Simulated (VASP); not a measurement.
# NaH (Fm-3m) in VASP: further runs, part 2 of 2

VASP 6.6.1. Earlier steps stand in the parts before.

## (3) Single point, RPBE+D4 (13.95 Å³/atom)

This run uses another cell than the first one, of 13.95 Å³/atom.

The input, INCAR:

```
SYSTEM = NaH
PREC = Accurate
ENCUT = 520
EDIFF = 1E-6
ISMEAR = -1
SIGMA = 0.02
LREAL = .False.
LASPH = .True.
NELM = 100
ALGO = Normal
ISIF = 2
LWAVE = .False.
LCHARG = .False.
GGA = RP
IVDW = 13
NBANDS = 11
```

The input, KPOINTS:

```
Automatic mesh
0
Gamma
  9 9 9
  0 0 0
```

The input, POSCAR:

```
NaH
1.0
    0.0000000000      2.4070229845      2.4070229845
    2.4070229845      0.0000000000      2.4070229845
    2.4070229845      2.4070229845      0.0000000000
Na H
1 1
Direct
    0.0000000000      0.0000000000      0.0000000000
    0.5000000000      0.5000000000      0.5000000000
```

Potentials or basis: VASP PAW PBE potentials, release 64 (Na_pv, H).

Run with:

```sh
$ cat potpaw_PBE.64/Na_pv/POTCAR potpaw_PBE.64/H/POTCAR > POTCAR
$ mpirun -np 1 vasp_std > vasp.out
```

OUTCAR:

```text
SYSTEM = NaH
   PREC = Accurate
   ENCUT = 520
   EDIFF = 1E-6
   ISMEAR = -1
   LREAL = .False.
   LASPH = .True.
   NELM = 100
   ISIF = 2
   GGA = RP
   IVDW = 13

 ion  position               nearest neighbor table
   1  0.000  0.000  0.000-
   2  0.500  0.500  0.500-

  LATTYP: Found a face centered cubic cell.
 ALAT       =     4.8140459690

  Lattice vectors:

 A1 = (   0.0000000000,   2.4070229845,   2.4070229845)
 A2 = (   2.4070229845,   0.0000000000,   2.4070229845)
 A3 = (   2.4070229845,   2.4070229845,   0.0000000000)

Analysis of symmetry for initial positions (statically):
=====================================================================
 Subroutine PRICEL returns:
 Original cell was already a primitive cell.

 Routine SETGRP: Setting up the symmetry group for a
 face centered cubic supercell.

 Subroutine GETGRP returns: Found 48 space group operations
 (whereof 48 operations were pure point group operations)
 out of a pool of 48 trial point group operations.

The static configuration has the point symmetry O_h .

Analysis of symmetry for dynamics (positions and initial velocities):
=====================================================================
 Subroutine PRICEL returns:
 Original cell was already a primitive cell.

 Routine SETGRP: Setting up the symmetry group for a
 face centered cubic supercell.

 Subroutine GETGRP returns: Found 48 space group operations
 (whereof 48 operations were pure point group operations)
 out of a pool of 48 trial point group operations.

The dynamic configuration has the point symmetry O_h .

 Subroutine INISYM returns: Found 48 space group operations
 (whereof 48 operations are pure point group operations),
 and found     1 'primitive' translations

----------------------------------------------------------------------------------------

                                     Primitive cell

  volume of cell :      27.8914

  direct lattice vectors                    reciprocal lattice vectors
[... 115 lines left out ...]
   IVDW    =    13    specifies the selected vdW correction
   LEPSILON=     F    determine dielectric tensor
   LRPA    =     F    only Hartree local field effects (RPA)
 non-spin polarized calculation
  energy-cutoff  :      520.00
  volume of cell :       27.89
 maximum number of plane-waves:       766
 NGX is ok and might be reduce to    28
   NGX = 13   NGY = 13   NGZ = 13

 number of electron       7.9999995 magnetization

 Free energy of the ion-electron system (eV)
  ---------------------------------------------------
  ext. energy  EPLUGINS =         0.00000000
  ---------------------------------------------------
  free energy    TOTEN  =        -4.97584943 eV

  energy without entropy =       -4.97584943  energy(sigma->0) =       -4.97584943

 E-fermi :  -0.5076     XC(G=0):  -7.5504

 val. band max:       -1.0485342131   @ k =  -0.3333   0.4444   0.1111
 cond. band min:       3.2483733907   @ k =  -0.4444   0.1111   0.0000
 fundamental gap:      4.2969076039
 Fermi energy:        -0.5075933742

 k-point     1 :       0.0000    0.0000    0.0000
  band No.  band energies     occupation
      1     -23.0485      2.00000
      2     -23.0485      2.00000
      3     -23.0485      2.00000
      4      -4.5342      2.00000
      5       9.6290      0.00000
      6      14.9281      0.00000
      7      14.9281      0.00000
      8      14.9281      0.00000
      9      15.7099      0.00000
     10      15.7099      0.00000
     11      15.7099      0.00000
[... 309 lines left out ...]
 k-point    24 :       0.4444    0.4444    0.0000
  band No.  band energies     occupation
      1     -23.1307      2.00000
      2     -23.0797      2.00000
      3     -23.0797      2.00000
      4      -1.3301      2.00000
      5       4.0782      0.00000
      6       9.3852      0.00000
      7      10.0076      0.00000
      8      10.0076      0.00000
      9      11.3136      0.00000
     10      22.6741      0.00000
     11      24.5516      0.00000

 [... further k-points ...]

------------------------ aborting loop because EDIFF is reached ----------------------------------------

  DFT-D4 for vdW energy calculation

  Edisp (eV):   -0.24339

  FORCE on cell =-STRESS in cart. coord.  units (eV):
  Direction    XX          YY          ZZ          XY          YZ          ZX
  --------------------------------------------------------------------------------------
  -------------------------------------------------------------------------------------
  Total       0.08674     0.08674     0.08674    -0.00000    -0.00000     0.00000
  in kB       4.98262     4.98262     4.98262    -0.00000    -0.00000     0.00000
  external pressure =        4.98 kB  Pullay stress =        0.00 kB

 VOLUME and BASIS-vectors are now :
 -----------------------------------------------------------------------------
  energy-cutoff  :      520.00
  volume of cell :       27.89
      direct lattice vectors                 reciprocal lattice vectors
     0.000000000  2.407022985  2.407022985    -0.207725478  0.207725478  0.207725478
     2.407022985  0.000000000  2.407022985     0.207725478 -0.207725478  0.207725478
     2.407022985  2.407022985  0.000000000     0.207725478  0.207725478 -0.207725478

 POSITION                                       TOTAL-FORCE (eV/Angst)
 -----------------------------------------------------------------------------------
      0.00000      0.00000      0.00000        -0.000000     -0.000000     -0.000000
      2.40702      2.40702      2.40702         0.000000      0.000000      0.000000
 -----------------------------------------------------------------------------------
    total drift:                               -0.000000     -0.000000     -0.000000

  FREE ENERGIE OF THE ION-ELECTRON SYSTEM (eV)
  ---------------------------------------------------
  free  energy   TOTEN  =        -5.2192403606 eV

  energy  without entropy=       -5.2192403606  energy(sigma->0) =       -5.21924036
```

It took 7.6 s on 1 thread of Intel Xeon Platinum 8559C (Emerald Rapids), shared host; peak memory 0.15 GiB.

Results:

```
Free energy                : -5.2192 eV
Pressure                   : 0.5 GPa
Band gap on the k mesh     : 4.30 eV (least direct gap 4.98 eV)
Dispersion energy per atom : -0.122 eV
```

Levels at points of the mesh, in eV from the valence-band top:
```tsv
k point	band 2	band 3	band 4	band 5	band 6	band 7
(0.00, 0.00, 0.00)	-22.00	-22.00	-3.49	10.68	15.98	15.98
```

Caveat: the PAW data sets were made with another functional, which shifts forces and pressure a little; an odd mesh through Γ misses points on the zone boundary, where band edges can lie.

## (4) Single point, RPBE+D4 (14.24 Å³/atom)

This run uses another cell than the first one, of 14.24 Å³/atom.

The input, INCAR:

```
ALGO     = Normal         # electronic algorithm
EDIFF    = 1E-7           # SCF threshold, eV
ENCUT    = 520            # plane-wave cutoff, eV
GGA      = RP             # functional
ISIF     = 2              # what is computed and relaxed
ISMEAR   = -1             # smearing method
IVDW     = 13             # dispersion correction
LASPH    = T              # aspherical terms in the spheres
LCHARG   = F              # write CHGCAR
LREAL    = F              # projectors in reciprocal space
LWAVE    = F              # write WAVECAR
NBANDS   = 11             # bands
NELM     = 80             # most SCF steps
PREC     = Accurate       # precision mode
SIGMA    = 0.02           # smearing width, eV
```

The input, KPOINTS:

```
k-points
0
Gamma
  9 9 9
```

The input, POSCAR:

```
NaH
1.0
    0.0000000000      2.4236236676      2.4236236676
    2.4236236676      0.0000000000      2.4236236676
    2.4236236676      2.4236236676      0.0000000000
Na H
1 1
Direct
    0.0000000000      0.0000000000      0.0000000000
    0.5000000000      0.5000000000      0.5000000000
```

Run with:

```sh
$ cat potpaw_PBE.64/Na_pv/POTCAR potpaw_PBE.64/H/POTCAR > POTCAR
$ mpirun -np 1 vasp_std > vasp.out
```

Run time: 11 s. Hardware: 1 thread of Intel Xeon Platinum 8559C (Emerald Rapids), shared host; peak memory 0.15 GiB.

The run converged. Its results:

| Item | Value |
| --- | --- |
| Free energy | -5.2205 eV |
| Pressure | 0.0 GPa |
| Band gap on the k mesh | 4.26 eV (least direct gap 4.93 eV) |
| Dispersion energy per atom | -0.120 eV |

Levels at points of the mesh, in eV from the valence-band top:
```tsv
k point	band 1	band 2	band 3	band 4	band 5	band 6	band 7	band 8	band 9
(0.00, 0.00, 0.00)	-22.04	-22.04	-22.04	-3.43	10.50	15.82	15.82	15.82	16.55
```

Caveat: the PAW data sets were made with another functional, which shifts forces and pressure a little; an odd mesh through Γ misses points on the zone boundary, where band edges can lie.

## (5) Single point, RPBE

This run uses another cell than the first one, of 14.53 Å³/atom.

The input, INCAR:

```
SYSTEM = NaH
PREC = Accurate
ENCUT = 520
EDIFF = 1E-7
ISMEAR = 0
SIGMA = 0.1
LREAL = .FALSE.
LASPH = .TRUE.
NELM = 100
ALGO = Normal
ISIF = 2
LWAVE = .FALSE.
LCHARG = .TRUE.
GGA = RP
LELF = .TRUE.
LVHAR = .TRUE.
NBANDS = 11
```

The input, KPOINTS:

```
Automatic mesh
0
G
  9 9 9
  0 0 0
```

The input, POSCAR:

```
NaH
1.0
    0.0000000000      2.4400000000      2.4400000000
    2.4400000000      0.0000000000      2.4400000000
    2.4400000000      2.4400000000      0.0000000000
Na H
1 1
Direct
    0.0000000000      0.0000000000      0.0000000000
    0.5000000000      0.5000000000      0.5000000000
```

Run with:

```sh
$ cat potpaw_PBE.64/Na_pv/POTCAR potpaw_PBE.64/H/POTCAR > POTCAR
$ mpirun -np 1 vasp_std > vasp.out
```

Run time: 8.3 s. Hardware: 1 thread of Intel Xeon Platinum 8559C (Emerald Rapids), shared host; peak memory 0.15 GiB.

It converged, with:

```yaml
Free_energy: -4.9843 eV
Pressure: 0.6 GPa
Band_gap_on_the_k_mesh: 4.22 eV (least direct gap 4.88 eV)
```

Levels at points of the mesh, in eV from the valence-band top:
| k point | band 1 | band 2 | band 3 | band 4 | band 5 | band 6 | band 7 | band 8 |
| --- | --- | --- | --- | --- | --- | --- | --- | --- |
| (0.00, 0.00, 0.00) | -22.08 | -22.08 | -22.08 | -3.37 | 10.32 | 15.67 | 15.67 | 15.67 |

Caveat: the PAW data sets were made with another functional, which shifts forces and pressure a little; an odd mesh through Γ misses points on the zone boundary, where band edges can lie.

## (6) Single point, LDA

This run uses another cell than the first one, of 14.53 Å³/atom.

The input, INCAR:

```
SYSTEM = NaH
PREC = Accurate
ENCUT = 520
EDIFF = 1E-6
ISMEAR = 0
SIGMA = 0.1
LREAL = .FALSE.
LASPH = .TRUE.
NELM = 100
ALGO = Normal
ISIF = 2
LWAVE = .FALSE.
LCHARG = .FALSE.
NBANDS = 11
```

The input, KPOINTS:

```
regular mesh
0
G
  9 9 9
  0 0 0
```

POSCAR is that of step 5.

Potentials or basis: VASP PAW LDA potentials, release 64 (Na_pv, H).

Run with:

```sh
$ cat potpaw_LDA.64/Na_pv/POTCAR potpaw_LDA.64/H/POTCAR > POTCAR
$ mpirun -np 1 vasp_std > vasp.out
```

It took 6.3 s on 1 thread of Intel Xeon Platinum 8559C (Emerald Rapids), shared host; peak memory 0.13 GiB.

Results (log left out):

```
Free energy            : -5.3796 eV
Pressure               : -2.7 GPa
Band gap on the k mesh : 3.67 eV (least direct gap 4.41 eV)
```

Levels at points of the mesh, in eV from the valence-band top:
```
           k point  band 1  band 2  band 3  band 4  band 5  band 6  band 7  band 8
(0.00, 0.00, 0.00)  -22.16  -22.16  -22.16   -3.64   10.20   15.05   15.05   15.05
```

Caveat: an odd mesh through Γ misses points on the zone boundary, where band edges can lie.

## (7) Summary

```csv
level,potentials or basis,cell,smearing,gap on the mesh (eV),pressure (GPa)
RPBE+D4,"VASP PAW PBE potentials, release 64 (Na_pv, H)","a = 3.380 Å, angles 60.0°, 2 atoms",fermi-dirac 0.02 eV,4.34,1.0
RPBE+D4,"VASP PAW PBE potentials, release 64 (Na_pv, H)","a = 3.404 Å, angles 60.0°, 2 atoms",fermi-dirac 0.02 eV,4.30,0.5
RPBE+D4,"VASP PAW PBE potentials, release 64 (Na_pv, H)","a = 3.428 Å, angles 60.0°, 2 atoms",fermi-dirac 0.02 eV,4.26,0.0
RPBE,"VASP PAW PBE potentials, release 64 (Na_pv, H)","a = 3.451 Å, angles 60.0°, 2 atoms",gaussian 0.1 eV,4.22,0.6
LDA,"VASP PAW LDA potentials, release 64 (Na_pv, H)","a = 3.451 Å, angles 60.0°, 2 atoms",gaussian 0.1 eV,3.67,-2.7
```

Alike in all rows: task single point; no spin polarisation; k mesh 9 × 9 × 9; cutoff (eV) 520.

Caveats: an odd mesh through Γ misses points on the zone boundary, where band edges can lie; the PAW data sets were made with another functional, which shifts forces and pressure a little (at least some runs).

Total energies depend on the potentials used, so only differences within one code and one set of settings carry meaning.
